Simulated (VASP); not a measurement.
# Ca2YFeC6N6 (Fm-3m) in VASP: notebook

Ca2YFeC6N6 is run at these levels: PBE; tasks: single point.

All numbers are computed with VASP 6.6.1; they aren't measurements. Logs are shortened: lines on timing, memory, paths and dates and some standing lists are left out, and cuts for length are marked.

## (1) The cell of the first run

The structure is cubic, space group Fm-3m (No. 225). The conventional cell has a = 10.636 Å, b = 10.636 Å, c = 10.636 Å, α = 90.00°, β = 90.00°, γ = 90.00°. Within 5.0 Å of Ca (site symmetry -43m) lie 12 N at 3.79 Å and 12 C at 3.83 Å and 4 Y at 4.61 Å and 4 Fe at 4.61 Å. Within 2.9 Å of Y (site symmetry m-3m) lie 6 N at 2.21 Å. Fe (site symmetry m-3m) has 6 C at 1.94 Å within 2.6 Å. C (site symmetry 4mm) has 1 N at 1.17 Å within 1.6 Å. Within 1.6 Å of N (site symmetry 4mm) lie 1 C at 1.17 Å.

## (2) Single point, PBE, collinear spin, ferromagnetic start

File INCAR:

```
  PREC = Accurate
  ENCUT = 520
  EDIFF = 1E-6
  ISMEAR = 0
  SIGMA = 0.1
  LREAL = Auto
  LASPH = True
  NELM = 150
  ALGO = Normal
  ISIF = 2
  LWAVE = False
  LCHARG = False
  ISPIN = 2
  MAGMOM = 0 0 0 4 0 0 0 0 0 0 0 0 0 0 0 0
  LORBIT = 11
  LMAXMIX = 4
  GGA = PE
  NBANDS = 64
```

File KPOINTS:

```
regular mesh
0
Gamma
  4 4 4
```

File POSCAR:

```
Ca2YFeC6N6
1.0
    0.0000000000      5.3180000000      5.3180000000
    5.3180000000      0.0000000000      5.3180000000
    5.3180000000      5.3180000000      0.0000000000
Ca Y Fe C N
2 1 1 6 6
Direct
    0.2500000000      0.2500000000      0.2500000000
    0.7500000000      0.7500000000      0.7500000000
    0.5000000000      0.5000000000      0.5000000000
    0.0000000000      0.0000000000      0.0000000000
    0.8177886400      0.1822113600      0.1822113600
    0.1822113600      0.8177886400      0.1822113600
    0.1822113600      0.1822113600      0.8177886400
    0.1822113600      0.8177886400      0.8177886400
    0.8177886400      0.1822113600      0.8177886400
    0.8177886400      0.8177886400      0.1822113600
    0.7077848800      0.2922151200      0.2922151200
    0.2922151200      0.7077848800      0.2922151200
    0.2922151200      0.2922151200      0.7077848800
    0.2922151200      0.7077848800      0.7077848800
    0.7077848800      0.2922151200      0.7077848800
    0.7077848800      0.7077848800      0.2922151200
```

Potentials or basis: VASP PAW PBE potentials, release 64 (Ca_sv, Y_sv, Fe, C, N).

Started as:

```bash
$ cat potpaw_PBE.64/Ca_sv/POTCAR potpaw_PBE.64/Y_sv/POTCAR potpaw_PBE.64/Fe/POTCAR potpaw_PBE.64/C/POTCAR potpaw_PBE.64/N/POTCAR > POTCAR
$ mpirun -np 1 vasp_std > vasp.out
```

OUTCAR:

```text
PREC = Accurate
   ENCUT = 520
   EDIFF = 1E-6
   ISMEAR = 0
   LREAL = Auto
   LASPH = True
   NELM = 150
   ISIF = 2
   ISPIN = 2
   LORBIT = 11
   GGA = PE

 ion  position               nearest neighbor table
   1  0.250  0.250  0.250-
   2  0.750  0.750  0.750-
   3  0.500  0.500  0.500-  11 2.21  12 2.21  13 2.21  14 2.21  15 2.21  16 2.21
   4  0.000  0.000  0.000-   5 1.94   6 1.94   7 1.94   8 1.94   9 1.94  10 1.94
   5  0.818  0.182  0.182-  11 1.17   4 1.94
   6  0.182  0.818  0.182-  12 1.17   4 1.94
   7  0.182  0.182  0.818-  13 1.17   4 1.94
   8  0.182  0.818  0.818-  14 1.17   4 1.94
   9  0.818  0.182  0.818-  15 1.17   4 1.94
  10  0.818  0.818  0.182-  16 1.17   4 1.94
  11  0.708  0.292  0.292-   5 1.17   3 2.21
  12  0.292  0.708  0.292-   6 1.17   3 2.21
  13  0.292  0.292  0.708-   7 1.17   3 2.21
  14  0.292  0.708  0.708-   8 1.17   3 2.21
  15  0.708  0.292  0.708-   9 1.17   3 2.21
  16  0.708  0.708  0.292-  10 1.17   3 2.21

  LATTYP: Found a face centered cubic cell.
 ALAT       =    10.6360000000

  Lattice vectors:

 A1 = (   0.0000000000,   5.3180000000,   5.3180000000)
 A2 = (   5.3180000000,   0.0000000000,   5.3180000000)
 A3 = (   5.3180000000,   5.3180000000,   0.0000000000)

Analysis of symmetry for initial positions (statically):
=====================================================================
 Subroutine PRICEL returns:
 Original cell was already a primitive cell.

 Routine SETGRP: Setting up the symmetry group for a
 face centered cubic supercell.

 Subroutine GETGRP returns: Found 48 space group operations
 (whereof 48 operations were pure point group operations)
 out of a pool of 48 trial point group operations.

The static configuration has the point symmetry O_h .

Analysis of symmetry for dynamics (positions and initial velocities):
=====================================================================
 Subroutine PRICEL returns:
 Original cell was already a primitive cell.

 Routine SETGRP: Setting up the symmetry group for a
 face centered cubic supercell.

 Subroutine GETGRP returns: Found 48 space group operations
 (whereof 48 operations were pure point group operations)
 out of a pool of 48 trial point group operations.

The dynamic configuration has the point symmetry O_h .

Analysis of structural, dynamic, and magnetic symmetry:
=====================================================================
 Subroutine PRICEL returns:
 Original cell was already a primitive cell.

 Routine SETGRP: Setting up the symmetry group for a
 face centered cubic supercell.

 Subroutine GETGRP returns: Found 48 space group operations
 (whereof 48 operations were pure point group operations)
 out of a pool of 48 trial point group operations.

The overall configuration has the point symmetry O_h .

 Subroutine INISYM returns: Found 48 space group operations
 (whereof 48 operations are pure point group operations),
 and found     1 'primitive' translations

----------------------------------------------------------------------------------------

                                     Primitive cell

  volume of cell :     300.7980

  direct lattice vectors                    reciprocal lattice vectors
     0.000000000  5.318000000  5.318000000    -0.094020308  0.094020308  0.094020308
     5.318000000  0.000000000  5.318000000     0.094020308 -0.094020308  0.094020308
     5.318000000  5.318000000  0.000000000     0.094020308  0.094020308 -0.094020308

  length of vectors
     7.520787725  7.520787725  7.520787725     0.162847951  0.162847951  0.162847951

  position of ions in fractional coordinates (direct lattice)
[... 71 lines left out ...]
 -0.250000  0.500000  0.250000      6.000000
   k-points           NKPTS =      8   k-points in BZ     NKDIM =      8   number of bands    NBANDS=     64
   number of dos      NEDOS =    301   number of ions     NIONS =     16
   total plane-waves  NPLWV = 175616
   dimension x,y,z NGX =    56 NGY =   56 NGZ =   56
   dimension x,y,z NGXF=   112 NGYF=  112 NGZF=  112
   ions per type =               2   1   1   6   6
   NGX,Y,Z   is equivalent  to a cutoff of  12.38, 12.38, 12.38 a.u.
   NGXF,Y,Z  is equivalent  to a cutoff of  24.76, 24.76, 24.76 a.u.
 SYSTEM =  unknown system
   PREC   = accura    normal or accurate (medium, high low for compatibility)
   ISTART =      0    job   : 0-new  1-cont  2-samecut
   ICHARG =      2    charge: 1-file 2-atom 10-const
   ISPIN  =      2    spin polarized calculation?
   LNONCOLLINEAR =      F non collinear calculations
   LSORBIT =      F    spin-orbit coupling
   LASPH  =      T    aspherical Exc in radial PAW
   ENCUT  =  520.0 eV  38.22 Ry    6.18 a.u.  13.98 13.98 13.98*2*pi/ulx,y,z
   NELM   =    150;   NELMIN=  2; NELMDL= -5     # of ELM steps
   EDIFF  = 0.1E-05   stopping-criterion for ELM
   LREAL  =      T    real-space projection
   EDIFFG = 0.1E-04   stopping-criterion for IOM
   NSW    =      0    number of steps for IOM
   IBRION =     -1    ionic relax: 0-MD 1-quasi-New 2-CG
   NFREE  =      0    steps in history (QN), initial steepest desc. (CG)
   ISIF   =      2    stress and relaxation
   ISYM   =      2    0-nonsym 1-usesym 2-fastsym
   POTIM  = 0.5000    time-step for ionic-motion
   TEBEG  =    0.0;   TEEND  =   0.0 temperature during run
   PSTRESS=    0.0 pullay stress
   NELECT =      93.0000    total number of electrons
   NUPDOWN=      -1.0000    fix difference up-down
   EMIN   =  10.00;   EMAX   =-10.00  energy-range for DOS
   EFERMI =   0.00;   METHOD = LEGACY
   ISMEAR =     0;   SIGMA  =   0.10  broadening in eV -4-tet -1-fermi 0-gaus
   EFERMI_NEDOS =   21; number of points for ismear=-14 and -15
   IALGO  =     38    algorithm
   IMIX   =      4    mixing-type and parameters
     AMIX     =   0.40;   BMIX     =  1.00
     AMIX_MAG =   1.60;   BMIX_MAG =  1.00
  volume/ion in A,a.u.               =      18.80       126.87
  Fermi-wavevector in a.u.,A,eV,Ry     =   1.106991  2.091910 16.672979  1.225429
  Thomas-Fermi vector in A             =   2.243499
   LORBIT       =     11    0 simple, 1 ext, 2 COOP (PROOUT), +10 PAW based schemes
   GGA     = PE    functional components
   LHFCALC =     F    Hartree Fock is set to
   AEXX    =    0.0000 exact exchange contribution
   IVDW    =     0    specifies the selected vdW correction
   LEPSILON=     F    determine dielectric tensor
   LRPA    =     F    only Hartree local field effects (RPA)
 spin polarized calculation
 Gauss-broadening in eV      SIGMA  =   0.10
  energy-cutoff  :      520.00
  volume of cell :      300.80
 maximum number of plane-waves:      8144
   NGX = 27   NGY = 27   NGZ = 27

 number of electron      93.0000011 magnetization       0.1701923

 number of electron      93.0000014 magnetization      -1.0259095

 Free energy of the ion-electron system (eV)
  ---------------------------------------------------
  ext. energy  EPLUGINS =         0.00000000
  ---------------------------------------------------
  free energy    TOTEN  =      -122.67112968 eV

  energy without entropy =     -122.63205639  energy(sigma->0) =     -122.65159303

 E-fermi :   3.2064     XC(G=0):  -8.2560

 val. band max:        3.2000652724   @ k =   0.5000   0.5000   0.0000
 cond. band min:       3.2366681658   @ k =   0.2500   0.0000   0.0000
 fundamental gap:      0.0366028935
 Fermi energy:         3.2064138768

 spin component 1

 k-point     1 :       0.0000    0.0000    0.0000
  band No.  band energies     occupation
      1     -41.1186      1.00000
      2     -41.1185      1.00000
      3     -39.8514      1.00000
      4     -22.0449      1.00000
      5     -22.0449      1.00000
      6     -22.0449      1.00000
[... 477 lines left out ...]
     57       4.2956      0.00000
     58       4.2956      0.00000
 Fermi energy:         3.2064138768

 spin component 2

 k-point     1 :       0.0000    0.0000    0.0000
  band No.  band energies     occupation
      1     -41.1827      1.00000
      2     -41.1826      1.00000
      3     -39.8811      1.00000
      4     -22.1166      1.00000
      5     -22.1166      1.00000
      6     -22.1166      1.00000
[... 477 lines left out ...]
     57       4.1428      0.00000
     58       4.1428      0.00000
 [bands above 58 left out]

------------------------ aborting loop because EDIFF is reached ----------------------------------------

  FORCE on cell =-STRESS in cart. coord.  units (eV):
  Direction    XX          YY          ZZ          XY          YZ          ZX
  --------------------------------------------------------------------------------------
  -------------------------------------------------------------------------------------
  Total        9.4958133      9.4958133      9.4958133      0.0000000     -0.0000000     -0.0000000
  in kB       50.5787109     50.5787109     50.5787109      0.0000000     -0.0000000     -0.0000000
  external PRESSURE =      50.5787109 kB  Pullay stress =       0.0000000 kB

 VOLUME and BASIS-vectors are now :
 -----------------------------------------------------------------------------
  energy-cutoff  :      520.00
  volume of cell :      300.80
      direct lattice vectors                 reciprocal lattice vectors
     0.000000000  5.318000000  5.318000000    -0.094020308  0.094020308  0.094020308
     5.318000000  0.000000000  5.318000000     0.094020308 -0.094020308  0.094020308
     5.318000000  5.318000000  0.000000000     0.094020308  0.094020308 -0.094020308

 POSITION                                       TOTAL-FORCE (eV/Angst)
 -----------------------------------------------------------------------------------
      2.65900      2.65900      2.65900        -0.000000     -0.000000      0.000000
      7.97700      7.97700      7.97700        -0.000000     -0.000000      0.000000
      5.31800      5.31800      5.31800        -0.000000      0.000000      0.000000
      0.00000      0.00000      0.00000        -0.000000      0.000000      0.000000
      1.93800      5.31800      5.31800        -2.661529      0.000000      0.000000
      5.31800      1.93800      5.31800        -0.000000     -2.661529      0.000000
[... 8 lines left out ...]
      5.31800      7.52800      5.31800        -0.000000     -0.036114      0.000000
      5.31800      5.31800      7.52800        -0.000000      0.000000     -0.036114
 -----------------------------------------------------------------------------------
    total drift:                               -0.000000     -0.000000      0.000000

  FREE ENERGIE OF THE ION-ELECTRON SYSTEM (eV)
  ---------------------------------------------------
  free  energy   TOTEN  =      -122.6711296753 eV

  energy  without entropy=     -122.6320563870  energy(sigma->0) =     -122.65159303

 total charge

# of ion       s       p       d       f       tot
--------------------------------------------------
    1        2.136   5.798   0.059   0.000   7.992
    2        2.136   5.798   0.059   0.000   7.992
    3        2.219   6.736   1.139   0.184  10.278
    4        0.500   0.911   6.462   0.000   7.874
    5        0.962   1.607   0.000   0.000   2.569
    6        0.962   1.607   0.000   0.000   2.569
[... 8 lines left out ...]
   15        1.319   2.623   0.000   0.000   3.942
   16        1.319   2.623   0.000   0.000   3.942
--------------------------------------------------
tot         20.674  44.622   7.719   0.184  73.199

 magnetization (x)

# of ion       s       p       d       f       tot
--------------------------------------------------
    1       -0.051   0.001  -0.025   0.000  -0.074
    2       -0.051   0.001  -0.025   0.000  -0.074
    3       -0.000  -0.002  -0.057  -0.000  -0.060
    4        0.000  -0.001  -0.039   0.000  -0.040
    5       -0.001  -0.003   0.000   0.000  -0.004
    6       -0.001  -0.003   0.000   0.000  -0.004
[... 8 lines left out ...]
   15       -0.001  -0.012   0.000   0.000  -0.013
   16       -0.001  -0.012   0.000   0.000  -0.013
--------------------------------------------------
tot         -0.112  -0.094  -0.146  -0.000  -0.352
```

Run time: 11 min. Hardware: 1 thread of AMD EPYC 9R45 (Zen 5), shared host; peak memory 0.66 GiB.

What came out:

```yaml
Free_energy: -122.6711 eV
Pressure: 5.1 GPa
Largest_force: 2.662 eV/Å
Band_gap_on_the_k_mesh: zero (filled and empty bands overlap)
Net_moment: -1.03 μB per cell
Site_moments: Ca -0.07; Y -0.06; Fe -0.04; C -0.00; N -0.01 μB
Valence_electrons_inside_the_program's_atomic_spheres: Ca 7.99; Y 10.28; Fe 7.87; C 2.57; N 3.94
```

Forces on the atoms (eV/Å):
```
Ca   0.000  0.000  0.000
Ca   0.000  0.000  0.000
Y    0.000  0.000  0.000
Fe   0.000  0.000  0.000
C   -2.662  0.000  0.000
C    0.000 -2.662  0.000
C    0.000  0.000 -2.662
C    2.662  0.000  0.000
C    0.000  2.662  0.000
C    0.000  0.000  2.662
N    0.036  0.000  0.000
N    0.000  0.036  0.000
N    0.000  0.000  0.036
N   -0.036  0.000  0.000
N    0.000 -0.036  0.000
N    0.000  0.000 -0.036
```

Caveat: the cell stands under pressure; a cell with one magnetic atom can't hold antiferromagnetic order, which such compounds often take; forces of over 1 eV/Å act on the atoms, so gaps and moduli don't describe the material at rest. With open d or f shells a metallic result of PBE can be an artefact of self-interaction; +U or a hybrid may open a gap.

## (3) Single point, PBE, collinear spin, ferromagnetic start

This run uses another cell than the first one, of 20.05 Å³/atom.

File INCAR:

```
SYSTEM = Ca2YFeC6N6
PREC = Accurate
ENCUT = 520
EDIFF = 1E-6
ISMEAR = 0
SIGMA = 0.1
LREAL = Auto
LASPH = .TRUE.
NELM = 150
ALGO = Normal
ISIF = 2
LWAVE = .FALSE.
LCHARG = .FALSE.
ISPIN = 2
MAGMOM = 0 0 0 4 0 0 0 0 0 0 0 0 0 0 0 0
LORBIT = 11
LMAXMIX = 4
GGA = PE
NBANDS = 64
```

File KPOINTS:

```
regular mesh
0
G
  4 4 4
  0 0 0
```

File POSCAR:

```
Ca2YFeC6N6
1.0
    0.0000000000      5.4336457655      5.4336457655
    5.4336457655      0.0000000000      5.4336457655
    5.4336457655      5.4336457655      0.0000000000
Ca Y Fe C N
2 1 1 6 6
Direct
    0.2500000000      0.2500000000      0.2500000000
    0.7500000000      0.7500000000      0.7500000000
    0.5000000000      0.5000000000      0.5000000000
    0.0000000000      0.0000000000      0.0000000000
    0.8274054947      0.1725945053      0.1725945053
    0.1725945053      0.8274054947      0.1725945053
    0.1725945053      0.1725945053      0.8274054947
    0.1725945053      0.8274054947      0.8274054947
    0.8274054947      0.1725945053      0.8274054947
    0.8274054947      0.8274054947      0.1725945053
    0.7187496301      0.2812503699      0.2812503699
    0.2812503699      0.7187496301      0.2812503699
    0.2812503699      0.2812503699      0.7187496301
    0.2812503699      0.7187496301      0.7187496301
    0.7187496301      0.2812503699      0.7187496301
    0.7187496301      0.7187496301      0.2812503699
```

Potentials or basis: VASP PAW PBE potentials, release 64 (Ca_sv, Y_sv, Fe, C, N).

Started as:

```bash
$ cat potpaw_PBE.64/Ca_sv/POTCAR potpaw_PBE.64/Y_sv/POTCAR potpaw_PBE.64/Fe/POTCAR potpaw_PBE.64/C/POTCAR potpaw_PBE.64/N/POTCAR > POTCAR
$ mpirun -np 1 vasp_std > vasp.out
```

It took 11 min on 1 thread of AMD EPYC 9R45 (Zen 5), shared host; peak memory 0.78 GiB.

It converged, with:

```
Free energy                                           : -123.7180 eV
Pressure                                              : 0.3 GPa
Largest force                                         : 0.344 eV/Å
Band gap on the k mesh                                : zero (filled and empty bands overlap)
Net moment                                            : -1.02 μB per cell
Site moments                                          : Ca -0.07; Y -0.04; Fe -0.02; C -0.01; N -0.01 μB
Valence electrons inside the program's atomic spheres : Ca 7.98; Y 9.47; Fe 8.24; C 2.56; N 3.89
```

Forces on the atoms (eV/Å):
```
Ca   0.000  0.000  0.000
Ca   0.000  0.000  0.000
Y    0.000  0.000  0.000
Fe   0.000  0.000  0.000
C   -0.309  0.000  0.000
C    0.000 -0.309  0.000
C    0.000  0.000 -0.309
C    0.309  0.000  0.000
C    0.000  0.309  0.000
C    0.000  0.000  0.309
N    0.344  0.000  0.000
N    0.000  0.344  0.000
N    0.000  0.000  0.344
N   -0.344  0.000  0.000
N    0.000 -0.344  0.000
N    0.000  0.000 -0.344
```

Levels at points of the mesh, in eV from the Fermi level:
Spin up:
| k point | band 42 | band 43 | band 44 | band 45 | band 46 | band 47 | band 48 | band 49 | band 50 | band 51 |
| --- | --- | --- | --- | --- | --- | --- | --- | --- | --- | --- |
| (0.00, 0.00, 0.00) | -5.53 | -3.62 | -3.62 | -3.62 | -1.05 | 0.09 | 0.09 | 0.09 | 0.30 | 0.41 |
| (0.50, 0.00, 0.00) | -5.32 | -3.40 | -3.33 | -3.33 | -0.11 | -0.08 | 0.14 | 0.14 | 0.21 | 0.69 |
| (0.50, 0.50, 0.00) | -5.17 | -3.63 | -3.20 | -3.20 | -0.14 | 0.26 | 0.49 | 0.62 | 0.62 | 0.73 |
Spin down:
```tsv
k point	band 45	band 46	band 47	band 48	band 49	band 50
(0.00, 0.00, 0.00)	-3.65	-1.40	-0.11	0.02	0.02	0.02
(0.50, 0.00, 0.00)	-3.36	-0.46	-0.43	0.07	0.07	0.15
(0.50, 0.50, 0.00)	-3.23	-0.49	0.10	0.24	0.53	0.53
```

Caveat: a cell with one magnetic atom can't hold antiferromagnetic order, which such compounds often take. With open d or f shells a metallic result of PBE can be an artefact of self-interaction; +U or a hybrid may open a gap.

The gap in the log of VASP goes by the Fermi energy; the results here count the filled bands.